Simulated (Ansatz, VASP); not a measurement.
## Ga2AsN: VASP beside Ansatz

```
Ga As N
1.0
     3.51312    0.00000    0.00000
     0.00000    3.51312    0.00000
     0.00000    0.00000    4.92083
Ga As N
2 1 1
Direct
  0.00000 0.00000 0.50000
  0.50000 0.50000 0.00000
  0.50000 0.50000 0.50000
  0.00000 0.00000 0.00000
```

Alike in both runs: functional PBE; k mesh 14 × 14 × 10; occupations gaussian, width 0.1 eV; no spin polarisation.

Ansatz relaxed the structure, and its values are those at the end. VASP's run is a single point on that final structure, the one shown.

```csv
,VASP,Ansatz
version,VASP 6.6.1,Ansatz 0.2.0
potentials or method,"VASP PAW PBE potentials, release 64 (Ga_d, As, N), cutoff 520 eV","scalar-relativistic, plane waves, PAW"
valence electrons in the cell,36,46
```

```csv
,VASP,Ansatz,Ansatz less VASP
gap on the k mesh at the Fermi level (eV),none,none,-
pressure (GPa),0.4,0.0,-0.37
```

A gap of «none» marks a metal or a gap that the smearing closes. With one functional, cell and mesh, what is left measures potentials, basis and numerics. VASP's potentials hold 36 valence electrons a cell and Ansatz's 46, so a difference there can come from the potentials and not from the codes.
